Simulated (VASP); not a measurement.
# Cr (Im-3m) in VASP: a series of runs, part 2 of 2

VASP 6.6.1. The steps go on from the part before.

## Step 3: Single point, PBEsol

This run uses another cell than the first one, of 10.33 Å³/atom.

INCAR

```
SYSTEM = Cr
ALGO = Normal ; EDIFF = 1E-7
ENCUT = 520 ; GGA = PS
ISIF = 2 ; ISMEAR = 0
LASPH = .TRUE. ; LCHARG = .FALSE.
LREAL = .FALSE. ; LWAVE = .FALSE.
NBANDS = 12 ; NELM = 100
PREC = Accurate ; SIGMA = 0.1
```

KPOINTS

```
k-points
0
G
  20 20 20
  0 0 0
```

POSCAR

```
Cr
1.0
   -1.3721129324      1.3721129324      1.3721129324
    1.3721129324     -1.3721129324      1.3721129324
    1.3721129324      1.3721129324     -1.3721129324
Cr
1
Direct
    0.0000000000      0.0000000000      0.0000000000
```

Potentials or basis: VASP PAW PBE potentials, release 64 (Cr_pv).

Command:

```console
$ cat potpaw_PBE.64/Cr_pv/POTCAR > POTCAR
$ mpirun -np 1 vasp_std > vasp.out
```

OUTCAR:

```text
SYSTEM = Cr
   EDIFF = 1E-7
   ENCUT = 520
   GGA = PS
   ISIF = 2
   ISMEAR = 0
   LASPH = .TRUE.
   LREAL = .FALSE.
   NELM = 100
   PREC = Accurate

 ion  position               nearest neighbor table
   1  0.000  0.000  0.000-

  LATTYP: Found a body centered cubic cell.
 ALAT       =     2.7442258648

  Lattice vectors:

 A1 = (  -1.3721129324,   1.3721129324,   1.3721129324)
 A2 = (   1.3721129324,  -1.3721129324,   1.3721129324)
[... 538 lines left out ...]
     10      19.6547      0.00000
     11      29.0342      0.00000
     12      31.8623      0.00000

 [... further k-points ...]

------------------------ aborting loop because EDIFF is reached ----------------------------------------

  FORCE on cell =-STRESS in cart. coord.  units (eV):
  Direction    XX          YY          ZZ          XY          YZ          ZX
  --------------------------------------------------------------------------------------
  -------------------------------------------------------------------------------------
  Total        1.5786108      1.5786108      1.5786108      0.0000000     -0.0000000      0.0000000
  in kB      244.7688196    244.7688196    244.7688196      0.0000000     -0.0000000      0.0000000
  external PRESSURE =     244.7688196 kB  Pullay stress =       0.0000000 kB

 VOLUME and BASIS-vectors are now :
 -----------------------------------------------------------------------------
  energy-cutoff  :      520.00
  volume of cell :       10.33
      direct lattice vectors                 reciprocal lattice vectors
    -1.372112932  1.372112932  1.372112932     0.000000000  0.364401492  0.364401492
     1.372112932 -1.372112932  1.372112932     0.364401492  0.000000000  0.364401492
     1.372112932  1.372112932 -1.372112932     0.364401492  0.364401492  0.000000000

 POSITION                                       TOTAL-FORCE (eV/Angst)
 -----------------------------------------------------------------------------------
      0.00000      0.00000      0.00000         0.000000      0.000000      0.000000
 -----------------------------------------------------------------------------------
    total drift:                                0.000000      0.000000      0.000000

  FREE ENERGIE OF THE ION-ELECTRON SYSTEM (eV)
  ---------------------------------------------------
  free  energy   TOTEN  =       -10.1887511437 eV

  energy  without entropy=      -10.1855573095  energy(sigma->0) =      -10.18715423
```

stdout:

```text
POSCAR found type information on POSCAR Cr
 POSCAR found :  1 types and       1 ions
 scaLAPACK will be used
 -----------------------------------------------------------------------------
|                                                                             |
|                                                                             |
|     You enforced a specific xc type in the INCAR file but a different       |
|     I HOPE YOU KNOW WHAT YOU ARE DOING!                                     |
|                                                                             |
 -----------------------------------------------------------------------------

 LDA part: xc-table for (Slater+PW92), standard interpolation
 POSCAR, INCAR and KPOINTS ok, starting setup
 FFT: planning ... GRIDC
 FFT: planning ... GRID_SOFT
 FFT: planning ... GRID
 WAVECAR not read
 entering main loop
```

It took 42 s on 1 thread of Intel Xeon 8259CL, shared host; peak memory 0.15 GiB.

What came out:

| Quantity | Value |
| --- | --- |
| Free energy | -10.1888 eV |
| Pressure | 24.5 GPa |
| Band gap on the k mesh | zero (bands 6 and 7 overlap by 3.95 eV) |

Caveat: the cell stands under pressure; an empty level that is flat over the whole mesh can mark a ghost state of the potentials, or a narrow d or f band; the PAW data sets were made with another functional, which shifts forces and pressure a little; the run has no spin polarisation, though such a crystal can be magnetic.

## Step 4: Single point, PBEsol

This run uses another cell than the first one, of 10.71 Å³/atom.

INCAR

```
PREC = Accurate
ENCUT = 520
EDIFF = 1E-6
ISMEAR = 0
SIGMA = 0.1
LREAL = F
LASPH = T
NELM = 80
ALGO = Fast
ISIF = 2
LWAVE = F
LCHARG = F
GGA = PS
NBANDS = 12
```

KPOINTS

```
Automatic mesh
0
Gamma
  20 20 20
```

POSCAR

```
Cr
1.0
   -1.3888065158      1.3888065158      1.3888065158
    1.3888065158     -1.3888065158      1.3888065158
    1.3888065158      1.3888065158     -1.3888065158
Cr
1
Direct
    0.0000000000      0.0000000000      0.0000000000
```

Potentials or basis: VASP PAW PBE potentials, release 64 (Cr_pv).

Command:

```console
$ cat potpaw_PBE.64/Cr_pv/POTCAR > POTCAR
$ mpirun -np 1 vasp_std > vasp.out
```

OUTCAR:

```text
PREC = Accurate
   ENCUT = 520
   EDIFF = 1E-6
   ISMEAR = 0
   LREAL = F
   LASPH = T
   NELM = 80
   ISIF = 2
   GGA = PS

 ion  position               nearest neighbor table
   1  0.000  0.000  0.000-

  LATTYP: Found a body centered cubic cell.
 ALAT       =     2.7776130316

  Lattice vectors:

 A1 = (  -1.3888065158,   1.3888065158,   1.3888065158)
 A2 = (   1.3888065158,  -1.3888065158,   1.3888065158)
[... 539 lines left out ...]
     10      19.0649      0.00000
     11      27.9794      0.00000
     12      30.9108      0.00000

 [... further k-points ...]

------------------------ aborting loop because EDIFF is reached ----------------------------------------

  FORCE on cell =-STRESS in cart. coord.  units (eV):
  Direction    XX          YY          ZZ          XY          YZ          ZX
  --------------------------------------------------------------------------------------
  -------------------------------------------------------------------------------------
  Total        0.7733506      0.7733506      0.7733506      0.0000000     -0.0000000     -0.0000000
  in kB      115.6383269    115.6383269    115.6383269      0.0000000     -0.0000000     -0.0000000
  external PRESSURE =     115.6383269 kB  Pullay stress =       0.0000000 kB

 VOLUME and BASIS-vectors are now :
 -----------------------------------------------------------------------------
  energy-cutoff  :      520.00
  volume of cell :       10.71
      direct lattice vectors                 reciprocal lattice vectors
    -1.388806516  1.388806516  1.388806516     0.000000000  0.360021352  0.360021352
     1.388806516 -1.388806516  1.388806516     0.360021352  0.000000000  0.360021352
     1.388806516  1.388806516 -1.388806516     0.360021352  0.360021352  0.000000000

 POSITION                                       TOTAL-FORCE (eV/Angst)
 -----------------------------------------------------------------------------------
      0.00000      0.00000      0.00000         0.000000      0.000000     -0.000000
 -----------------------------------------------------------------------------------
    total drift:                                0.000000      0.000000      0.000000

  FREE ENERGIE OF THE ION-ELECTRON SYSTEM (eV)
  ---------------------------------------------------
  free  energy   TOTEN  =       -10.2312969359 eV

  energy  without entropy=      -10.2281476895  energy(sigma->0) =      -10.22972231
```

OSZICAR:

```text
N       E                     dE             d eps       ncg     rms          rms(c)
DAV:   1     0.776614160364E+02    0.77661E+02   -0.70729E+03  6192   0.122E+03
DAV:   2    -0.108884637871E+02   -0.88550E+02   -0.85379E+02  6292   0.297E+02
DAV:   3    -0.119914938667E+02   -0.11030E+01   -0.10966E+01  6680   0.397E+01
DAV:   4    -0.119967693818E+02   -0.52755E-02   -0.52754E-02  6560   0.274E+00
DAV:   5    -0.119968287705E+02   -0.59389E-04   -0.59389E-04  6668   0.267E-01    0.151E+01
RMM:   6    -0.102664177552E+02    0.17304E+01   -0.38991E+00  6593   0.237E+01    0.178E+00
RMM:   7    -0.102444589349E+02    0.21959E-01   -0.67310E-02  6864   0.312E+00    0.101E+00
RMM:   8    -0.102313950629E+02    0.13064E-01   -0.61558E-03  7077   0.105E+00    0.174E-01
RMM:   9    -0.102312891265E+02    0.10594E-03   -0.13930E-03  7179   0.557E-01    0.384E-02
RMM:  10    -0.102312954375E+02   -0.63109E-05   -0.20246E-04  7462   0.217E-01    0.119E-02
RMM:  11    -0.102312980086E+02   -0.25712E-05   -0.46401E-05  7117   0.944E-02    0.907E-03
RMM:  12    -0.102312966021E+02    0.14066E-05   -0.11318E-05  7031   0.471E-02    0.497E-03
RMM:  13    -0.102312969359E+02   -0.33380E-06   -0.27711E-06  4631   0.223E-02
   1 F= -.10231297E+02 E0= -.10229722E+02  d E =-.314925E-02
```

It took 51 s on 1 thread of Intel Xeon 8259CL, shared host; peak memory 0.15 GiB.

What came out:

- Free energy: -10.2313 eV
- Pressure: 11.6 GPa
- Band gap on the k mesh: zero (bands 6 and 7 overlap by 3.75 eV)

Levels at points of the mesh, in eV from the Fermi level:
```csv
k point,band 4,band 5,band 6,band 7,band 8,band 9
"(0.00, 0.00, 0.00)",-8.16,-1.03,-1.03,-1.03,1.20,1.20
"(0.50, 0.00, 0.00)",-4.87,-2.76,1.23,1.30,1.60,3.16
"(0.50, 0.50, 0.50)",-4.86,-4.86,2.72,2.72,2.72,7.11
```

Caveat: the cell stands under pressure; the PAW data sets were made with another functional, which shifts forces and pressure a little; the run has no spin polarisation, though such a crystal can be magnetic. Spin polarisation is off, so any magnetic state and its effect on volume and gap are missing.

## Step 5: Summary

```tsv
task	cell	cutoff (eV)	gap on the mesh (eV)	pressure (GPa)
relaxation of cell and atoms	relaxed from a = 2.438 Å, angles 109.5°, 1 atom	600	none	0.0
single point	a = 2.377 Å, angles 109.5°, 1 atom	520	none	24.5
single point	a = 2.405 Å, angles 109.5°, 1 atom	520	none	11.6
```

Alike in all rows: level PBEsol; potentials or basis VASP PAW PBE potentials, release 64 (Cr_pv); no spin polarisation; k mesh 20 × 20 × 20; smearing gaussian 0.1 eV.

Caveats: the PAW data sets were made with another functional, which shifts forces and pressure a little; the run has no spin polarisation, though such a crystal can be magnetic; the cell stands under pressure (at least some runs); an empty level that is flat over the whole mesh can mark a ghost state of the potentials, or a narrow d or f band (at least some runs).

Total energies depend on the potentials used, so only differences within one code and one set of settings carry meaning.
